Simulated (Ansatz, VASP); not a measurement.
# SiC in VASP and in Ansatz

```xyz
8
Lattice="4.3797 0.0000 0.0000 0.0000 0.0000 -4.3797 0.0000 4.3797 0.0000" Properties=species:S:1:pos:R:3 pbc="T T T"
Si    1.0949    1.0949   -1.0949
Si    1.0949    3.2848   -3.2848
Si    3.2848    3.2848   -1.0949
Si    3.2848    1.0949   -3.2848
C     0.0000    0.0000    0.0000
C     0.0000    2.1899   -2.1899
C     2.1899    2.1899    0.0000
C     2.1899    0.0000   -2.1899
```

Alike in both runs: task single point; functional PBE; k mesh 3 × 3 × 3; occupations fermi-dirac, width 0.01 eV; no spin polarisation.

```csv
,VASP,Ansatz
version,VASP 6.6.1,Ansatz 0.2.0
potentials or method,"VASP PAW PBE potentials, release 64 (Si, C), cutoff 600 eV",plane-wave PAW DFT
valence electrons in the cell,32,32
```

VASP gave:

| Quantity | Value |
| --- | --- |
| gap on the k mesh at the Fermi level (eV) | 1.36 |

Q: Estimate Ansatz's values.

A: gap on the k mesh at the Fermi level (eV): 1.37.

The k mesh is coarse, so the values compare programs but aren't converged.
